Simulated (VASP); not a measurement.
Write the native input for VASP 6.6.1 that does the following.

```
Task                   : single point
Functional             : PBEsol
Potentials or basis    : VASP PAW PBE potentials, release 64 (Ti_sv, O)
Cutoff                 : 520 eV
k mesh                 : 9 × 9 × 4
Occupations            : gaussian, width 0.2 eV
Spin                   : no spin polarisation
Dipole correction      : no
Further INCAR settings : ALGO = Normal; EDIFF = 1e-06; NBANDS = 26
```

The structure of TiO lies in POSCAR:

```
TiO
1.0
    2.8516080131      0.0000000000      0.0000000000
   -1.4258040066      2.4695649810      0.0000000000
    0.0000000000      0.0000000000      5.5675030000
Ti O
2 2
Direct
    0.3333333333      0.6666666667      0.2500000000
    0.6666666667      0.3333333333      0.7500000000
    0.0000000000      0.0000000000      0.0000000000
    0.0000000000      0.0000000000      0.5000000000
```

These files were run (other wordings do the same):

INCAR

```
SYSTEM = TiO
PREC = Accurate
ENCUT = 520
EDIFF = 1E-6
ISMEAR = 0
SIGMA = 0.2
LREAL = .False.
LASPH = .True.
NELM = 100
ALGO = Normal
ISIF = 2
LWAVE = .False.
LCHARG = .True.
GGA = PS
LELF = .True.
LVHAR = .True.
NBANDS = 26
```

KPOINTS

```
Automatic mesh
0
Gamma
  9 9 4
  0 0 0
```

Potentials or basis: VASP PAW PBE potentials, release 64 (Ti_sv, O).

Command:

```console
$ cat potpaw_PBE.64/Ti_sv/POTCAR potpaw_PBE.64/O/POTCAR > POTCAR
$ mpirun -np 1 vasp_std > vasp.out
```

Results of the run:

```yaml
Pressure: -9.3 GPa
Band_gap_on_the_k_mesh: zero (band 18 reaches 11.20 eV, above the bottom of band 19 at 10.99 eV)
```

Caveat: the PAW data sets were made with another functional, which shifts forces and pressure a little; semilocal functionals often make such compounds metallic where correlation or magnetic order opens a gap, which also shifts bond lengths.

It took 34 s on 1 thread of AMD EPYC 7R13 Processor (Zen 3) (shared host), peak memory 0.15 GiB.
